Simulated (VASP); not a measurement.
# K2NaAsSe2 (P1) in VASP: single point with r2SCAN

Aim: the single point of K2NaAsSe2 with r2SCAN.

All numbers are computed with VASP 6.6.1; they aren't measurements. Logs are shortened: lines on timing, memory, paths and dates and some standing lists are left out, and cuts for length are marked.

## (1) The cell of the first run

The typed cell holds 12 atoms: a = 6.953 Å, b = 6.595 Å, c = 9.419 Å, α = 67.59°, β = 115.83°, γ = 91.10°.

## (2) Single point, r2SCAN

The input, POSCAR:

```
K2NaAsSe2
1.0
   -0.0632562500     -0.2516288000      6.9477673200
    6.5939018800      0.0970311400     -0.0631443500
    3.4381219300      7.9080350300     -3.7890296300
Na Se As K
2 4 2 4
Direct
    0.2770417683      0.0049548611      0.9584902582
    0.7404879280      1.0866167089      0.0074290150
    0.6430143668      0.6891545595      0.2512038504
    0.3603628573      0.3287081197      0.6943453301
    0.9136594965      0.8016465430      0.8388606126
    0.1663492306      0.1629161441      0.2099363846
    0.5386750631      0.5388118452      1.0297804523
    0.1798109221      0.4592110736     -0.0461844817
    0.8003480708      0.4003918114      0.6466326111
    0.1430491477      0.5971711830      0.2812646320
    0.7168490139      0.0957221566      0.3844887903
    0.3665121350      0.8686289938      0.6328845452
```

The input, INCAR.step1:

```
PREC = Accurate
ENCUT = 520
ISMEAR = -1
SIGMA = 0.1
LREAL = F
LASPH = T
NELM = 100
NBANDS = 54
GGA = PE
ALGO = Normal
EDIFF = 1E-4
LWAVE = T
LCHARG = F
```

The input, INCAR.step2:

```
PREC = Accurate
ENCUT = 520
EDIFF = 1E-7
ISMEAR = -1
SIGMA = 0.1
LREAL = F
LASPH = T
NELM = 100
ALGO = Normal
ISIF = 2
LWAVE = F
LCHARG = F
METAGGA = R2SCAN
LMIXTAU = T
NBANDS = 54
ISTART = 1
```

The input, KPOINTS:

```
Automatic mesh
0
Gamma
  3 3 3
  0 0.5 0
```

Potentials or basis: VASP PAW PBE potentials, release 64 (Na_pv, Se, As, K_sv).

Run with:

```bash
$ cat potpaw_PBE.64/Na_pv/POTCAR potpaw_PBE.64/Se/POTCAR potpaw_PBE.64/As/POTCAR potpaw_PBE.64/K_sv/POTCAR > POTCAR
$ cp INCAR.step1 INCAR
$ mpirun -np 1 vasp_std > vasp.out
$ cp INCAR.step2 INCAR
$ mpirun -np 1 vasp_std > vasp.out
```

OUTCAR:

```text
PREC = Accurate
   ENCUT = 520
   EDIFF = 1E-7
   ISMEAR = -1
   LREAL = F
   LASPH = T
   NELM = 100
   ISIF = 2
   METAGGA = R2SCAN
   ISTART = 1

 ion  position               nearest neighbor table
   1  0.277  0.005  0.958-
   2  0.740  0.087  0.007-
   3  0.643  0.689  0.251-   7 2.47   9 3.13
   4  0.360  0.329  0.694-  10 3.21   9 3.28
   5  0.914  0.802  0.839-   8 2.50
   6  0.166  0.163  0.210-   8 2.50  10 3.20
   7  0.539  0.539  0.030-   8 2.39   3 2.47  12 3.18  11 3.21
   8  0.180  0.459  0.954-   7 2.39   6 2.50   5 2.50   9 3.11
   9  0.800  0.400  0.647-   8 3.11   3 3.13   4 3.28  11 3.60
  10  0.143  0.597  0.281-   6 3.20   4 3.21
  11  0.717  0.096  0.384-   7 3.21   9 3.60
  12  0.367  0.869  0.633-   7 3.18

  LATTYP: Found a triclinic cell.
 ALAT       =     6.5949180627
 B/A-ratio  =     1.4390759986
 C/A-ratio  =     1.3382052234
 COS(alpha) =     0.0001146555
 COS(beta)  =     0.3555854643
 COS(gamma) =     0.6808267690

  Lattice vectors:

 A1 = (   6.5939018800,   0.0970311400,  -0.0631443500)
 A2 = (   6.5306456300,  -0.1545976600,   6.8846229700)
 A3 = (   3.2190362000,  -7.5593750900,  -3.2218820400)

Analysis of symmetry for initial positions (statically):
=====================================================================
 Subroutine PRICEL returns:
 Original cell was already a primitive cell.

 Routine SETGRP: Setting up the symmetry group for a
 triclinic supercell.

 Subroutine GETGRP returns: Found  1 space group operations
 (whereof  1 operations were pure point group operations)
 out of a pool of  2 trial point group operations.

The static configuration has the point symmetry C_1 .

Analysis of symmetry for dynamics (positions and initial velocities):
=====================================================================
 Subroutine PRICEL returns:
 Original cell was already a primitive cell.

 Routine SETGRP: Setting up the symmetry group for a
 triclinic supercell.

 Subroutine GETGRP returns: Found  1 space group operations
 (whereof  1 operations were pure point group operations)
 out of a pool of  2 trial point group operations.

The dynamic configuration has the point symmetry C_1 .

[... 112 lines left out ...]
   NFREE  =      0    steps in history (QN), initial steepest desc. (CG)
   ISIF   =      2    stress and relaxation
   ISYM   =      2    0-nonsym 1-usesym 2-fastsym
   POTIM  = 0.5000    time-step for ionic-motion
   TEBEG  =    0.0;   TEEND  =   0.0 temperature during run
   PSTRESS=    0.0 pullay stress
   NELECT =      84.0000    total number of electrons
   NUPDOWN=      -1.0000    fix difference up-down
   EMIN   =  10.00;   EMAX   =-10.00  energy-range for DOS
   EFERMI =   0.00;   METHOD = LEGACY
   ISMEAR =    -1;   SIGMA  =   0.10  broadening in eV -4-tet -1-fermi 0-gaus
   EFERMI_NEDOS =   21; number of points for ismear=-14 and -15
   IALGO  =     38    algorithm
   IMIX   =      4    mixing-type and parameters
     AMIX     =   0.40;   BMIX     =  1.00
     AMIX_MAG =   1.60;   BMIX_MAG =  1.00
  volume/ion in A,a.u.               =      29.48       198.92
  Fermi-wavevector in a.u.,A,eV,Ry     =   1.013779  1.915764 13.983358  1.027748
  Thomas-Fermi vector in A             =   2.146968
   LORBIT       =      0    0 simple, 1 ext, 2 COOP (PROOUT), +10 PAW based schemes
   METAGGA = R2SCAN    functional components
   LHFCALC =     F    Hartree Fock is set to
   AEXX    =    0.0000 exact exchange contribution
   IVDW    =     0    specifies the selected vdW correction
   LEPSILON=     F    determine dielectric tensor
   LRPA    =     F    only Hartree local field effects (RPA)
 non-spin polarized calculation
  energy-cutoff  :      520.00
  volume of cell :      353.73
 maximum number of plane-waves:      9538
 NGX is ok and might be reduce to    54
   NGX = 25   NGY = 25   NGZ = 35

 number of electron      83.9999998 magnetization

 Free energy of the ion-electron system (eV)
  ---------------------------------------------------
  ext. energy  EPLUGINS =         0.00000000
  ---------------------------------------------------
  free energy    TOTEN  =      -129.02571810 eV

  energy without entropy =     -129.02413451  energy(sigma->0) =     -129.02492630

 E-fermi :   1.8084     XC(G=0):  -8.3970

 val. band max:        1.1269044153   @ k =   0.3333   0.5000   0.3333
 cond. band min:       2.4363420877   @ k =  -0.3333   0.1667   0.3333
 fundamental gap:      1.3094376724
 Fermi energy:         1.8083844726

 k-point     1 :       0.0000    0.1667    0.0000
  band No.  band energies     occupation
      1     -30.9257      2.00000
      2     -30.5200      2.00000
      3     -30.1627      2.00000
      4     -30.0861      2.00000
      5     -23.5345      2.00000
      6     -23.4959      2.00000
[... 787 lines left out ...]
     53       6.5141      0.00000
     54       6.9898      0.00000

------------------------ aborting loop because EDIFF is reached ----------------------------------------

  FORCE on cell =-STRESS in cart. coord.  units (eV):
  Direction    XX          YY          ZZ          XY          YZ          ZX
  --------------------------------------------------------------------------------------
  -------------------------------------------------------------------------------------
  Total       -0.5752013      3.3194465      1.0521121      0.9244027     -0.1234082     -0.0956697
  in kB       -2.6052924     15.0349619      4.7653926      4.1869510     -0.5589598     -0.4333223
  external PRESSURE =       5.7316874 kB  Pullay stress =       0.0000000 kB

 VOLUME and BASIS-vectors are now :
 -----------------------------------------------------------------------------
  energy-cutoff  :      520.00
  volume of cell :      353.73
      direct lattice vectors                 reciprocal lattice vectors
    -0.063256250 -0.251628800  6.947767320     0.000372299  0.070017458  0.146470357
     6.593901880  0.097031140 -0.063144350     0.152629139 -0.066851781 -0.001031567
     3.438121930  7.908035030 -3.789029630    -0.001860905  0.129501843  0.004673254

 POSITION                                       TOTAL-FORCE (eV/Angst)
 -----------------------------------------------------------------------------------
      3.31055      7.51054     -1.70724         0.002589      0.012644      0.010645
      0.54984     -0.11917      5.11112        -0.009791      0.007486      0.004933
      5.36721      1.89160      3.47218         0.027959     -0.006416     -0.000089
      4.53192      5.43212     -0.14793        -0.001669      0.010220     -0.000113
      8.11229      6.48162      3.11881         0.020159      0.000056     -0.004548
      1.78552      1.63413      0.35001        -0.010504     -0.000071     -0.008491
      3.62119      0.15224      3.59573        -0.005812     -0.011633      0.004453
      6.29595      7.54212     -2.39375        -0.026006     -0.012213      0.003981
      4.81272      4.95105      3.08524         0.002010      0.000267     -0.000283
      4.89566      2.24620     -0.10956         0.001737     -0.002768     -0.001669
      1.90776      2.86946      3.51762        -0.002161      0.003341     -0.000183
      7.88040      4.99693      0.09357         0.001489     -0.000913     -0.008634
 -----------------------------------------------------------------------------------
    total drift:                               -0.003159      0.022591      0.028557

  FREE ENERGIE OF THE ION-ELECTRON SYSTEM (eV)
  ---------------------------------------------------
  free  energy   TOTEN  =      -129.0257180974 eV

  energy  without entropy=     -129.0241345097  energy(sigma->0) =     -129.02492630
```

OUTCAR.step1:

```text
PREC = Accurate
   ENCUT = 520
   ISMEAR = -1
   LREAL = F
   LASPH = T
[... 1049 lines left out ...]
      4.81272      4.95105      3.08524         0.007913     -0.009073     -0.012708
      4.89566      2.24620     -0.10956         0.004113      0.016303     -0.002877
      1.90776      2.86946      3.51762        -0.017866     -0.009383      0.003831
      7.88040      4.99693      0.09357         0.009727      0.002571     -0.004094
 -----------------------------------------------------------------------------------
    total drift:                                0.002802      0.001884     -0.002639

  FREE ENERGIE OF THE ION-ELECTRON SYSTEM (eV)
  ---------------------------------------------------
  free  energy   TOTEN  =       -39.4817891120 eV

  energy  without entropy=      -39.4777851066  energy(sigma->0) =      -39.47978711
```

OSZICAR.step1:

```text
N       E                     dE             d eps       ncg     rms          rms(c)
DAV:   1     0.687091053659E+03    0.68709E+03   -0.37424E+04  1568   0.141E+03
DAV:   2     0.263250153742E+02   -0.66077E+03   -0.63793E+03  1758   0.373E+02
DAV:   3    -0.385562999170E+02   -0.64881E+02   -0.64341E+02  2074   0.111E+02
DAV:   4    -0.411997602718E+02   -0.26435E+01   -0.26306E+01  2112   0.246E+01
DAV:   5    -0.414330090898E+02   -0.23325E+00   -0.23304E+00  2672   0.472E+00    0.909E+00
DAV:   6    -0.396804398350E+02    0.17526E+01   -0.24176E+00  1936   0.623E+00    0.620E+00
DAV:   7    -0.394733572584E+02    0.20708E+00   -0.22534E+00  2128   0.462E+00    0.328E+00
DAV:   8    -0.394771027794E+02   -0.37455E-02   -0.38586E-01  1920   0.220E+00    0.826E-01
DAV:   9    -0.394772696346E+02   -0.16686E-03   -0.75625E-02  1816   0.950E-01    0.338E-01
DAV:  10    -0.394798147150E+02   -0.25451E-02   -0.15637E-02  2200   0.331E-01    0.239E-01
DAV:  11    -0.394814026825E+02   -0.15880E-02   -0.29764E-03  1832   0.184E-01    0.845E-02
DAV:  12    -0.394817029925E+02   -0.30031E-03   -0.61624E-04  1608   0.967E-02    0.370E-02
DAV:  13    -0.394817891120E+02   -0.86120E-04   -0.31532E-04  1376   0.579E-02
   1 F= -.39481789E+02 E0= -.39479787E+02  d E =-.400401E-02
```

It took 14 min on 1 thread of Intel Xeon Platinum 8559C (Emerald Rapids), shared host; peak memory 0.6 GiB.

Results:

| Property | Result |
| --- | --- |
| Free energy | -129.0257 eV |
| Pressure | 0.6 GPa |
| Largest force | 0.029 eV/Å |
| Band gap on the k mesh | 1.31 eV (least direct gap 1.37 eV) |

Forces in eV/Å, atoms in the order of the input:
```
Na   0.003  0.013  0.011
Na  -0.010  0.007  0.005
Se   0.028 -0.006  0.000
Se  -0.002  0.010  0.000
Se   0.020  0.000 -0.005
Se  -0.011  0.000 -0.008
As  -0.006 -0.012  0.004
As  -0.026 -0.012  0.004
K    0.002  0.000  0.000
K    0.002 -0.003 -0.002
K   -0.002  0.003  0.000
K    0.001 -0.001 -0.009
```

Stress tensor (GPa, compression positive):
```
-0.26  0.42 -0.04
 0.42  1.50 -0.06
-0.04 -0.06  0.48
```

Levels at points of the mesh, in eV from the valence-band top:
| k point | band 39 | band 40 | band 41 | band 42 | band 43 | band 44 | band 45 | band 46 |
| --- | --- | --- | --- | --- | --- | --- | --- | --- |
| (0.00, 0.50, 0.00) | -0.94 | -0.68 | -0.49 | -0.12 | 1.51 | 2.45 | 2.82 | 3.42 |

Caveat: the PAW data sets were made with another functional, which shifts forces and pressure a little; a shifted mesh leaves out Γ, where band edges can lie. A k mesh can miss the band edges.
